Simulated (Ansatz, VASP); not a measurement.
## Ru: VASP beside Ansatz

```
Ru
1.0
     2.68952   -0.06724    0.00000
    -1.40299    2.36282    0.00000
     0.00000    0.00000    4.25192
Ru
2
Direct
  0.33333 0.66667 0.25000
  0.66667 0.33333 0.75000
```

Change from the starting cell: strain -0.0500 x Voigt [0, 0, 0, 0, 0, 1], atoms carried along.

Alike in both runs: task single point; functional PBEsol; k mesh 24 × 24 × 14; occupations gaussian, width 0.15 eV; no spin polarisation.

|  | VASP | Ansatz |
| --- | --- | --- |
| version | VASP 6.6.1 | Ansatz 0.2.0 |
| potentials or method | VASP PAW PBE potentials, release 64 (Ru_pv), cutoff 520 eV | scalar-relativistic, plane waves, PAW |
| valence electrons in the cell | 28 | 32 |

```csv
,VASP,Ansatz,Ansatz less VASP
gap on the k mesh at the Fermi level (eV),none,none,-
pressure (GPa),0.8,0.9,+0.09
"traceless stress, the component that is largest in VASP (GPa)",10.86,10.86,-0.006
rms of the force components (eV/Å),0.085,0.084,-0.0005
```

VASP's potentials were made for PBE, not for PBEsol. Atom by atom the forces differ by 0.001 eV/Å (rms over components). A gap of «none» marks a metal or a gap that the smearing closes. The functional is the same, so the differences come from potentials, cutoffs and numerics. VASP's potentials hold 28 valence electrons a cell and Ansatz's 32, so a difference there can come from the potentials and not from the codes.
